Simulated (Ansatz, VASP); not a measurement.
# Se: VASP beside Ansatz

The input INCAR:

```
ALGO = Normal ; EDIFF = 1E-7
ENCUT = 520 ; GGA = RP
ISIF = 2 ; ISMEAR = -1
LASPH = True ; LCHARG = False
LREAL = False ; LWAVE = False
NBANDS = 9 ; NELM = 60
PREC = Accurate ; SIGMA = 0.1
```

KPOINTS

```
k-points
0
Gamma
  14 14 14
```

POSCAR

```
Se
1.0
   -1.7803616727      1.7803616727      1.7803616727
    1.7803616727     -1.7803616727      1.7803616727
    1.7803616727      1.7803616727     -1.7803616727
Se
1
Direct
    0.0000000000      0.0000000000      0.0000000000
```

Input for Ansatz:

```yaml
crystal:
  lattice:
    - [-1.7803616727, 1.7803616727, 1.7803616727]
    - [1.7803616727, -1.7803616727, 1.7803616727]
    - [1.7803616727, 1.7803616727, -1.7803616727]
  atoms:
    - { symbol: Se, position: [0.0, 0.0, 0.0] }
hamiltonian:
  xc: rpbe
  pseudopotentials:
    kind: paw
    azcp:
      Se: "pseudopotentials/Se.paw.azcp"
basis:
  ecutwfc: 420
  fft_grid_basis: typed
kpoints:
  mp_grid: { grid: [14, 14, 14], shift: [0, 0, 0] }
magnetization:
  spin_polarized: false
scf:
  occupations: { method: fermi_dirac, width: 0.1 }
  lower_state_search: "off"
output:
  stress: true
  write_density: true
  write_potential: true
  elf: true
  volumetric_format: npy
```

Alike in both runs: task single point; functional RPBE; k mesh 14 × 14 × 14; occupations fermi-dirac, width 0.1 eV; no spin polarisation.

|  | VASP | Ansatz |
| --- | --- | --- |
| version | VASP 6.6.1 | Ansatz 0.2.0 |
| potentials or method | VASP PAW PBE potentials, release 64 (Se), cutoff 520 eV | plane waves (420 eV) with PAW, scalar-relativistic |
| valence electrons in the cell | 6 | 16 |

|  | VASP | Ansatz | Ansatz less VASP |
| --- | --- | --- | --- |
| pressure (GPa) | -4.0 | -4.0 | +0.02 |

VASP's potentials were made for PBE, not for RPBE. The functional is the same, so the differences come from potentials, cutoffs and numerics. VASP's potentials hold 6 valence electrons a cell and Ansatz's 16, so a difference there can come from the potentials and not from the codes.
